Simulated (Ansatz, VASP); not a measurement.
WC in VASP and in Ansatz

The input INCAR:

```
PREC = Accurate
ENCUT = 520
EDIFF = 1E-6
ISMEAR = -1
SIGMA = 0.05
LREAL = F
LASPH = T
NELM = 60
ALGO = Normal
ISIF = 2
LWAVE = F
LCHARG = F
GGA = PS
NBANDS = 16
```

File KPOINTS:

```
Automatic mesh
0
Gamma
  14 14 13
```

Contents of POSCAR:

```
WC
1.0
    2.9005014360      0.0000000000      0.0000000000
   -1.4502507180      2.5119079273      0.0000000000
    0.0000000000      0.0000000000      2.8572900000
W C
1 1
Direct
    0.0000000000      0.0000000000      0.0000000000
    0.6666666667      0.3333333333      0.5000000000
```

Input for Ansatz:

```yaml
crystal:
  lattice:
    - [2.900501436, 0.0, 0.0]
    - [-1.450250718, 2.5119079273, 0.0]
    - [0.0, 0.0, 2.85729]
  atoms:
    - { symbol: W, position: [0.0, 0.0, 0.0] }
    - { symbol: C, position: [0.6666666667, 0.3333333333, 0.5] }
kpoints:
  mp_grid: { grid: [14, 14, 13] }
  band_path:
    path:
      - [0.0, 0.0, 0.0]
      - [0.5, 0.0, 0.0]
      - [0.3333333333, 0.3333333333, 0.0]
      - [0.0, 0.0, 0.0]
      - [0.0, 0.0, 0.5]
      - [0.5, 0.0, 0.5]
      - [0.3333333333, 0.3333333333, 0.5]
      - [0.0, 0.0, 0.5]
      - [0.5, 0.0, 0.5]
    npoints: 5
scf:
  occupations: { method: fermi_dirac, width: 0.05 }
hamiltonian:
  xc: pbesol
  pseudopotentials: { kind: all_electron, lapw: { basis_error: 0.0005 } }
output:
  forces: true
  stress: true
  eigenvalues: true
```

Change from the starting cell: zz strain of +1 %.

Alike in both runs: task single point; functional PBEsol; k mesh 14 × 14 × 13; occupations fermi-dirac, width 0.05 eV; no spin polarisation.

```csv
,VASP,Ansatz
version,VASP 6.6.1,Ansatz 0.2.0
potentials or method,"VASP PAW PBE potentials, release 64 (W_sv, C), cutoff 520 eV","all-electron LAPW, scalar-relativistic"
```

```csv
,VASP,Ansatz,Ansatz less VASP
pressure (GPa),-3.9,-5.0,-1.14
"traceless stress, the component that is largest in VASP (GPa)",-4.87,-5.09,-0.212
```

VASP's potentials were made for PBE, not for PBEsol. Ansatz ran all-electron here, and VASP with PAW potentials.

Spin-orbit coupling is off throughout.
